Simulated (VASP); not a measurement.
Input of a VASP 6.6.1 run:

Contents of INCAR:

```
SYSTEM = Al18In
PREC     = Accurate       ! precision mode
ENCUT    = 520            ! plane-wave cutoff, eV
EDIFF    = 1E-6           ! SCF threshold, eV
ISMEAR   = -1             ! smearing method
SIGMA    = 0.05           ! smearing width, eV
LREAL    = Auto         
LASPH    = .TRUE.         ! aspherical terms in the spheres
NELM     = 100            ! most SCF steps
ALGO     = Normal         ! electronic algorithm
ISIF     = 2              ! what is computed and relaxed
LWAVE    = .FALSE.        ! write WAVECAR
LCHARG   = .TRUE.         ! write CHGCAR
GGA      = PE             ! functional
LELF     = .TRUE.         ! ELF
LVHAR    = .TRUE.       
NBANDS   = 48             ! bands
```

File KPOINTS:

```
regular mesh
0
G
  3 2 1
  0 0 0
```

The input POSCAR:

```
Al18In
1.0
    5.7275650000      0.0000000000      0.0000000000
    4.2956740000      7.4403250000      0.0000000000
    0.0000000000      0.0000000000     15.6765370000
Al In
18 1
Direct
    0.1666684695      0.1111107378      0.0637895984
    0.6666715249      0.1111107378      0.0637895984
    0.1666708227      0.4444429511      0.0637895984
    0.6666738781      0.4444429511      0.0637895984
    0.1666731759      0.7777751644      0.0637895984
    0.6666762313      0.7777751644      0.0637895984
   -0.1741436987      0.2154072571      0.2095041781
    0.3082736272      0.2276110251      0.2174587410
   -0.1735761445      0.5527581120      0.2111435708
    0.3110601748      0.5462664601      0.2110351285
   -0.1809897999      0.9014256770      0.2139375552
    0.3376114756      0.8931330285      0.2130700167
    0.0233117778      0.0264638977      0.3633391737
    0.5009861662      0.0229694267      0.3722059279
    0.0002716096      0.3382110324      0.3659673052
    0.4951744689      0.3443129164      0.3712108101
   -0.0176186003      0.6642989386      0.3618847709
    0.4580060390      0.6782499420      0.3684232047
   -0.0596132715      0.8374096562      0.5151010073
```

Potentials or basis: VASP PAW PBE potentials, release 64 (Al, In_d).

Command:

```bash
$ cat potpaw_PBE.64/Al/POTCAR potpaw_PBE.64/In_d/POTCAR > POTCAR
$ mpirun -np 1 vasp_std > vasp.out
```

Estimate the largest force.

0.827 eV/Å.

Predict the band gap on the k mesh.

zero (an odd number of electrons rules out a gap without spin polarisation).

Forces on the atoms (eV/Å):
```
Al  -0.015 -0.003 -0.205
Al  -0.044 -0.081 -0.133
Al  -0.079  0.025 -0.277
Al  -0.025  0.023 -0.148
Al  -0.131  0.028 -0.018
Al   0.080  0.024 -0.026
Al   0.007  0.374  0.380
Al   0.316 -0.227  0.129
Al  -0.363  0.229  0.293
Al   0.576  0.435  0.405
Al   0.091 -0.381  0.173
Al  -0.238 -0.322  0.323
Al  -0.486 -0.338  0.049
Al   0.170 -0.349 -0.148
Al  -0.039  0.474  0.012
Al   0.048  0.042 -0.246
Al  -0.238 -0.137 -0.407
Al   0.258 -0.068 -0.098
In   0.113  0.252 -0.059
```

Caveat: the k points lie up to 0.42 Å⁻¹ apart, too coarse for converged energies and pressures of a metal; there is no dipole correction, which matters where the two faces differ; spin-orbit coupling is left out, which moves the levels of the heavy elements.
